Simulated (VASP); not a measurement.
# Mg2Si: single point with HSE06

Crystal: Mg2Si.

```
Si Mg
1.0
    -0.01550    3.16931    3.16931
     3.16931   -0.01550    3.16931
     3.16931    3.16931   -0.01550
Si Mg
1 2
Direct
  0.00000 0.00000 0.00000
  0.25018 0.25018 0.25018
  0.74982 0.74982 0.74982
```

This cell differs from its parent crystal: epitaxial 111 strain +0.5%.

```json
{"Program": "VASP 6.6.1", "Task": "single point", "Functional": "HSE06", "Potentials or basis": "VASP PAW PBE potentials, release 64 (Si, Mg)", "Cutoff": "520 eV", "k mesh": "6 × 6 × 6", "Occupations": "gaussian, width 0.01 eV", "Spin": "no spin polarisation"}
```

```yaml
Pressure: -0.7 GPa
Band_gap_on_the_k_mesh: 0.54 eV (least direct gap 2.44 eV)
```

Stress tensor (GPa, compression positive):
```
-0.68  0.23  0.23
 0.23 -0.68  0.23
 0.23  0.23 -0.68
```

Levels at points of the mesh, in eV from the valence-band top:
| k point | band 1 | band 2 | band 3 | band 4 | band 5 | band 6 | band 7 | band 8 | band 9 |
| --- | --- | --- | --- | --- | --- | --- | --- | --- | --- |
| (0.00, 0.00, 0.00) | -10.26 | -0.04 | -0.04 | 0.00 | 2.44 | 3.07 | 3.07 | 3.17 | 6.38 |
| (0.50, 0.00, 0.00) | -8.67 | -5.33 | -0.80 | -0.79 | 1.79 | 3.07 | 3.11 | 5.67 | 8.83 |
| (0.50, 0.50, 0.00) | -8.03 | -4.95 | -2.22 | -2.17 | 0.54 | 0.83 | 8.83 | 8.85 | 9.37 |
| (0.50, 0.50, 0.50) | -8.64 | -5.31 | -0.83 | -0.83 | 1.72 | 3.04 | 3.04 | 5.61 | 8.92 |

Run time: 20 min on 1 thread of Intel(R) Xeon(R) 6975P-C (Granite Rapids) (shared host), peak memory 0.34 GiB.

Caveat: the cell differs from its parent crystal (epitaxial 111 strain +0.5%); the PAW data sets were made with another functional, which shifts forces and pressure a little. A k mesh can miss the band edges.
